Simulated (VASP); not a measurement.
Crystal: BAs (lda).

```
CELL_PARAMETERS angstrom
0.00000 2.38850 2.38850
2.38850 0.00000 2.38850
2.38850 2.38850 0.00000
ATOMIC_POSITIONS crystal
B 0.00000 0.00000 0.00000
As 0.25000 0.25000 0.25000
```

| Property | Result |
| --- | --- |
| Program | VASP 6.6.1 |
| Task | relaxation of cell and atoms |
| Functional | LDA |
| Potentials or basis | VASP PAW LDA potentials, release 64 (B, As) |
| Cutoff | 500 eV |
| k mesh | 8 × 8 × 8 |
| Occupations | gaussian, width 0.02 eV |
| Spin | no spin polarisation |

At the start: pressure -3.1 GPa; volume 13.63 Å³/atom.

Problem. How do energy, volume and symmetry change on relaxing?

Solution. Over 3 steps the energy falls by 2.9 meV/atom and the volume is 13.33 Å³/atom (-2.2 %); space group F-43m (No. 216, to 0.05 Å).

Step by step:
| step | energy change (eV) | largest force (eV/Å) | pressure (GPa) | volume (Å³) |
| --- | --- | --- | --- | --- |
| 1 | 0.0000 | 0.0000 | -3.08 | 27.25 |
| 2 | -0.0025 | 0.0000 | 2.49 | 26.23 |
| 3 | -0.0058 | 0.0000 | -0.01 | 26.66 |

Final structure:
```
CELL_PARAMETERS angstrom
0.00000 2.37120 2.37120
2.37120 0.00000 2.37120
2.37120 2.37120 0.00000
ATOMIC_POSITIONS crystal
B 0.00000 0.00000 0.00000
As 0.25000 0.25000 0.25000
```
